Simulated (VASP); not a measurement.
KCl: single point with PBEsol

KCl:

```xyz
2
Lattice="3.7816 0.0000 0.0000 0.0000 3.7816 0.0000 0.0000 0.0000 3.8392" Properties=species:S:1:pos:R:3 pbc="T T T"
K     0.0000    0.0000    0.0000
Cl    1.8908    1.8908    1.9196
```

This cell differs from its parent crystal: strain -0.0150 x Voigt [1, 1, 0, 0, 0, 0].

```
Program             : VASP 6.6.1
Task                : single point
Functional          : PBEsol
Potentials or basis : VASP PAW PBE potentials, release 64 (K_sv, Cl)
Cutoff              : 520 eV
k mesh              : 6 × 6 × 6
Occupations         : gaussian, width 0.05 eV
Spin                : no spin polarisation
```

The pressure is -0.9 GPa. The band gap on the k mesh is 4.71 eV, indirect (least direct gap 4.92 eV).

Stress tensor (GPa, compression positive):
```
-0.72  0.00  0.00
 0.00 -0.72  0.00
 0.00  0.00 -1.37
```

Levels at points of the mesh, in eV from the valence-band top:
```
           k point  band 5  band 6  band 7  band 8  band 9  band 10  band 11  band 12
(0.00, 0.00, 0.00)  -11.31   -0.29   -0.21   -0.21    4.71     6.36     6.42    10.65
(0.50, 0.00, 0.00)  -11.17   -1.91   -0.31   -0.22    7.64     7.82     8.32     9.97
(0.50, 0.50, 0.00)  -11.25   -1.29   -1.29   -0.07    6.07     7.08     8.78     8.78
(0.00, 0.00, 0.50)  -11.15   -1.91   -0.23   -0.23    7.64     7.79     8.21     9.99
(0.50, 0.00, 0.50)  -11.25   -1.31   -1.27    0.00    6.03     7.21     8.90     8.95
(0.50, 0.50, 0.50)  -11.48   -1.45   -1.45   -1.42    8.69     8.74     8.74     9.85
```

Run time: 33 s on 1 thread of AMD EPYC 7R43 64-Core Processor (Zen 3), on a shared host, peak memory 0.14 GiB.

Caveat: the cell differs from its parent crystal (strain -0.0150 x Voigt [1, 1, 0, 0, 0, 0]); the PAW data sets were made with another functional, which shifts forces and pressure a little. A k mesh can miss the band edges.
